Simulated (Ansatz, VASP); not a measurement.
## Two plane-wave programs on SnGe2

```
CELL_PARAMETERS angstrom
4.29229 0.00000 0.00000
-2.14614 3.71723 0.00000
0.00000 0.00000 10.53351
ATOMIC_POSITIONS crystal
Sn 0.00000 0.00000 0.86360
Sn 0.00000 0.00000 0.13640
Ge 0.33333 0.66667 0.77339
Ge 0.66667 0.33333 0.22661
Ge 0.33333 0.66667 0.53630
Ge 0.66667 0.33333 0.46370
```

Alike in both runs: functional PBE; k mesh 12 × 12 × 4; occupations gaussian, width 0.1 eV; no spin polarisation.

Ansatz relaxed the structure, and its values are those at the end. VASP's run is a single point on that final structure, the one shown.

|  | VASP | Ansatz |
| --- | --- | --- |
| version | VASP 6.6.1 | Ansatz 0.2.0 |
| potentials or method | VASP PAW PBE potentials, release 64 (Sn_d, Ge_d), cutoff 520 eV | scalar-relativistic, plane waves, PAW |
| valence electrons in the cell | 84 | 84 |

```csv
,VASP,Ansatz,Ansatz less VASP
gap on the k mesh at the Fermi level (eV),none,none,-
pressure (GPa),0.0,0.0,+0.03
```

A gap of «none» marks a metal or a gap that the smearing closes.
